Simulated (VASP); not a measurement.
# C (P1) in VASP: further runs, part 2 of 2

VASP 6.6.1. The steps go on from the part before.

### 4 Single point, LDA (atoms moved at random and the cell strained at random)

File INCAR:

```
SYSTEM = C
ALGO = Normal ; EDIFF = 1E-7
ENCUT = 520 ; GGA = CA
ISIF = 2 ; ISMEAR = 0
LASPH = .TRUE. ; LCHARG = .TRUE.
LELF = .TRUE. ; LREAL = .FALSE.
LVHAR = .TRUE. ; LWAVE = .FALSE.
NBANDS = 26 ; NELM = 80
PREC = Accurate ; SIGMA = 0.05
```

File KPOINTS:

```
k-points
0
G
  8 8 8
  0 0 0
```

File POSCAR:

```
C
1.0
    1.8635188779      2.3984242054     -3.6090901460
    1.5313328818     -2.1916114014     -3.5961044937
   -2.8331649101     -0.1843340462     -3.3130241621
C
8
Direct
    0.9163044153      0.4492401727      0.6845651021
    0.4461620185      0.8424760481      0.6450936166
    0.9046811417      0.9378583047      0.2011053927
    0.4587437071      0.3863496857      0.1793072806
    0.0423240816      0.6448437221      0.4035495152
    0.5618299084      0.0761257342      0.2963783647
    0.1257015719      0.1238055770      0.7873395681
    0.5442531555      0.5393007554      0.8026611600
```

Potentials or basis: VASP PAW LDA potentials, release 64 (C).

Started as:

```
cat potpaw_LDA.64/C/POTCAR > POTCAR
mpirun -np 1 vasp_std > vasp.out
```

OUTCAR:

```text
SYSTEM = C
   EDIFF = 1E-7
   ENCUT = 520
   GGA = CA
   ISIF = 2
   ISMEAR = 0
   LASPH = .TRUE.
   LREAL = .FALSE.
   NELM = 80
   PREC = Accurate

 ion  position               nearest neighbor table
   1  0.916  0.449  0.685-   7 1.26   5 1.35   8 1.56   2 2.03
   2  0.446  0.842  0.645-   8 1.15   7 1.56   6 1.57   1 2.03
   3  0.905  0.938  0.201-   5 1.21   6 1.40   7 1.88   4 2.05
   4  0.459  0.386  0.179-   6 1.15   8 1.51   5 1.91   3 2.05
   5  0.042  0.645  0.404-   3 1.21   1 1.35   4 1.91
   6  0.562  0.076  0.296-   4 1.15   3 1.40   2 1.57
   7  0.126  0.124  0.787-   1 1.26   2 1.56   3 1.88
   8  0.544  0.539  0.803-   2 1.15   4 1.51   1 1.56

  LATTYP: Found a triclinic cell.
 ALAT       =     4.7170618990
 B/A-ratio  =     2.2330064239
 C/A-ratio  =     0.9756197106
 COS(alpha) =     0.0087953128
 COS(beta)  =     0.5378039817
 COS(gamma) =     0.7861753715

  Lattice vectors:

 A1 = (   1.8635188779,   2.3984242054,  -3.6090901460)
 A2 = (   0.5616868496,   0.0224787578, -10.5182188018)
 A3 = (   0.3321859961,   4.5900356068,  -0.0129856523)

Analysis of symmetry for initial positions (statically):
=====================================================================
 Subroutine PRICEL returns:
 Original cell was already a primitive cell.

 Routine SETGRP: Setting up the symmetry group for a
 triclinic supercell.

 Subroutine GETGRP returns: Found  1 space group operations
 (whereof  1 operations were pure point group operations)
 out of a pool of  2 trial point group operations.

The static configuration has the point symmetry C_1 .

Analysis of symmetry for dynamics (positions and initial velocities):
=====================================================================
[... 136 lines left out ...]
   EFERMI =   0.00;   METHOD = LEGACY
   ISMEAR =     0;   SIGMA  =   0.05  broadening in eV -4-tet -1-fermi 0-gaus
   EFERMI_NEDOS =   21; number of points for ismear=-14 and -15
   IALGO  =     38    algorithm
   IMIX   =      4    mixing-type and parameters
     AMIX     =   0.40;   BMIX     =  1.00
     AMIX_MAG =   1.60;   BMIX_MAG =  1.00
  volume/ion in A,a.u.               =       9.04        61.01
  Fermi-wavevector in a.u.,A,eV,Ry     =   1.247450  2.357338 21.172448  1.556131
  Thomas-Fermi vector in A             =   2.381581
   LORBIT       =      0    0 simple, 1 ext, 2 COOP (PROOUT), +10 PAW based schemes
   GGA     = CA    functional components
   LHFCALC =     F    Hartree Fock is set to
   AEXX    =    0.0000 exact exchange contribution
   IVDW    =     0    specifies the selected vdW correction
   LEPSILON=     F    determine dielectric tensor
   LRPA    =     F    only Hartree local field effects (RPA)
 non-spin polarized calculation
 Gauss-broadening in eV      SIGMA  =   0.05
  energy-cutoff  :      520.00
  volume of cell :       72.33
 maximum number of plane-waves:      1965
   NGX = 17   NGY = 17   NGZ = 17

 number of electron      32.0000001 magnetization

 Free energy of the ion-electron system (eV)
  ---------------------------------------------------
  ext. energy  EPLUGINS =         0.00000000
  ---------------------------------------------------
  free energy    TOTEN  =       -67.37734450 eV

  energy without entropy =      -67.37734353  energy(sigma->0) =      -67.37734401

 E-fermi :   4.5197     XC(G=0): -10.5695

 val. band max:        4.4105765381   @ k =   0.5000   0.5000   0.5000
 cond. band min:       4.6358770376   @ k =  -0.1250   0.0000   0.1250
 fundamental gap:      0.2253004995
 Fermi energy:         4.5196795861

 k-point     1 :       0.0000    0.0000    0.0000
  band No.  band energies     occupation
      1     -15.6301      2.00000
      2     -12.0665      2.00000
      3     -11.2438      2.00000
      4     -10.0378      2.00000
      5      -8.1013      2.00000
      6      -7.5363      2.00000
[... 685 lines left out ...]
     25      13.5716      0.00000
     26      13.8725      0.00000

 [... further k-points ...]
[... 5 lines left out ...]
  --------------------------------------------------------------------------------------
  -------------------------------------------------------------------------------------
  Total        5.2297449     48.9527892     -1.2448739    -36.1105668      4.0245127     -4.9700629
  in kB      115.8472823   1084.3832064    -27.5759636   -799.9072765     89.1494441   -110.0949058
  external PRESSURE =     390.8848417 kB  Pullay stress =       0.0000000 kB

 VOLUME and BASIS-vectors are now :
 -----------------------------------------------------------------------------
  energy-cutoff  :      520.00
  volume of cell :       72.33
      direct lattice vectors                 reciprocal lattice vectors
     1.863518878  2.398424205 -3.609090146     0.091223254  0.211007392 -0.089750739
     1.531332882 -2.191611401 -3.596104494     0.119059557 -0.226732061 -0.089199748
    -2.833164910 -0.184334046 -3.313024162    -0.228607917  0.016241200 -0.107246388

 POSITION                                       TOTAL-FORCE (eV/Angst)
 -----------------------------------------------------------------------------------
      0.45600      1.08694     -7.19052        -0.590256     -1.117706      2.235327
      0.29389     -0.89521     -6.77708        10.383879    -20.570302     -3.990183
      2.55230      0.07732     -7.30398         8.571550     -2.559375      2.765800
      0.93850      0.22048     -3.63905         7.620471    -17.745737     -2.495461
     -0.07698     -1.38612     -3.80865         0.613008      9.354489     -0.600677
      0.32387      1.12604     -3.28336       -10.840297     13.043942      3.141951
     -1.80683     -0.11498     -3.50736        -6.818409      6.176827      1.646880
     -0.43400     -0.02455     -6.56288        -8.939945     13.417861     -2.703637
 -----------------------------------------------------------------------------------
    total drift:                               -0.000165     -0.000163     -0.000221

  FREE ENERGIE OF THE ION-ELECTRON SYSTEM (eV)
  ---------------------------------------------------
  free  energy   TOTEN  =       -67.3773444952 eV

  energy  without entropy=      -67.3773435262  energy(sigma->0) =      -67.37734401
```

stdout:

```text
POSCAR found type information on POSCAR C
 POSCAR found :  1 types and       8 ions
 scaLAPACK will be used
 LDA part: xc-table for (Slater(with rela. corr.)+CA(PZ))
 , standard interpolation
 POSCAR, INCAR and KPOINTS ok, starting setup
 FFT: planning ... GRIDC
 FFT: planning ... GRID_SOFT
 FFT: planning ... GRID
 WAVECAR not read
 entering main loop
```

Wall time 3.6 min (1 thread of Intel Xeon Platinum 8559C (Emerald Rapids), shared host); peak memory 0.38 GiB.

What came out:

```
Free energy   : -67.3773 eV
Pressure      : 39.1 GPa
Largest force : 23.386 eV/Å
```

Forces on the atoms (eV/Å):
```
C    -0.590  -1.118   2.235
C    10.384 -20.570  -3.990
C     8.572  -2.559   2.766
C     7.620 -17.746  -2.495
C     0.613   9.354  -0.601
C   -10.840  13.044   3.142
C    -6.818   6.177   1.647
C    -8.940  13.418  -2.704
```

Caveat: the cell differs from its parent crystal (atoms moved at random and the cell strained at random); the cell stands under pressure; forces of over 1 eV/Å act on the atoms, so gaps and moduli don't describe the material at rest.

### 5 Overview

```csv
cell,gap on the mesh (eV),pressure (GPa),largest force (eV/Å)
"a = 4.247, b = 4.425, c = 4.773 Å, angles 60.7, 66.9, 66.0°, 8 atoms, atomic positions A",none,45.9,24.45
"a = 4.336, b = 4.355, c = 4.486 Å, angles 71.8, 68.0, 74.1°, 8 atoms, atomic positions B",none,85.6,71.18
"a = 4.717, b = 4.481, c = 4.363 Å, angles 65.9, 72.4, 60.0°, 8 atoms, atomic positions C",-,39.1,23.39
```

Alike in all rows: task single point; level LDA; potentials or basis VASP PAW LDA potentials, release 64 (C); no spin polarisation; k mesh 8 × 8 × 8; cutoff (eV) 520; smearing gaussian 0.05 eV.

Caveats: the cell stands under pressure; forces of over 1 eV/Å act on the atoms, so gaps and moduli don't describe the material at rest; atoms lie so close that the PAW spheres overlap strongly, which falsifies energies and pressures (at least some runs).

Total energies depend on the potentials used, so only differences within one code and one set of settings carry meaning.
